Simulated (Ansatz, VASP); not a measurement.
# Zn6Bi in VASP and in Ansatz

The input INCAR:

```
PREC = Accurate
ENCUT = 600
EDIFF = 1E-6
ISMEAR = 0
SIGMA = 0.1
LREAL = False
LASPH = True
NELM = 100
ALGO = Normal
ISIF = 3
LWAVE = False
LCHARG = False
GGA = PE
IBRION = 2
NSW = 100
EDIFFG = -0.01
```

KPOINTS

```
Automatic mesh
0
Gamma
  6 6 6
```

Contents of POSCAR:

```
Zn6Bi
1.0
    5.9338231308      0.0000000000      0.0000000000
    0.0000000000      5.9338231308      0.0000000000
    0.0000000000      0.0000000000      5.9338231308
Zn Bi
6 1
Direct
    0.1933895223      0.5000000000      0.5000000000
    0.5000000000      0.1933895223      0.5000000000
    0.8066104777      0.5000000000      0.5000000000
    0.5000000000      0.8066104777      0.5000000000
    0.5000000000      0.5000000000      0.1933895223
    0.5000000000      0.5000000000      0.8066104777
    0.0000000000      0.0000000000      0.0000000000
```

Input for Ansatz:

```yaml
crystal:
  lattice:
    - [5.9338231308, 0.0, 0.0]
    - [0.0, 5.9338231308, 0.0]
    - [0.0, 0.0, 5.9338231308]
  atoms:
    - { symbol: Zn, position: [0.1933895223, 0.5, 0.5] }
    - { symbol: Zn, position: [0.5, 0.1933895223, 0.5] }
    - { symbol: Zn, position: [0.8066104777, 0.5, 0.5] }
    - { symbol: Zn, position: [0.5, 0.8066104777, 0.5] }
    - { symbol: Zn, position: [0.5, 0.5, 0.1933895223] }
    - { symbol: Zn, position: [0.5, 0.5, 0.8066104777] }
    - { symbol: Bi, position: [0.0, 0.0, 0.0] }
basis:
  ecutwfc: 420
kpoints:
  mp_grid: { grid: [6, 6, 6] }
hamiltonian:
  xc: pbe
scf:
  occupations: { method: gaussian, width: 0.1 }
output:
  forces: true
  stress: true
  eigenvalues: true
  write_density: true
  write_potential: true
  elf: true
  volumetric_format: npy
relax:
  adjacent_minimum: "off"
  f_tol: 0.01
  max_steps: 80
  cell: { stress_tol: 0.05 }
```

Change from the starting cell: species swapped into the BaB6 type (Pm-3m, No. 221).

Alike in both runs: task relaxation of cell and atoms; functional PBE; k mesh 6 × 6 × 6; occupations gaussian, width 0.1 eV; no spin polarisation.

```csv
,VASP,Ansatz
version,VASP 6.6.1,Ansatz 0.2.0
potentials or method,"VASP PAW PBE potentials, release 64 (Zn, Bi_d), cutoff 600 eV","scalar-relativistic, plane waves, PAW"
valence electrons in the cell,87,87
```

|  | VASP | Ansatz | Ansatz less VASP |
| --- | --- | --- | --- |
| gap on the k mesh at the Fermi level, each at its own relaxed structure (eV) | none | none | - |
| relaxed volume (Å³/atom) | 30.58 | 30.40 | -0.182 |
| relaxed cell length with the largest relative difference (Å) | 5.982 | 5.970 | -0.0119 |

A gap of «none» marks a metal or a gap that the smearing closes.

Neither program's run includes spin-orbit coupling.
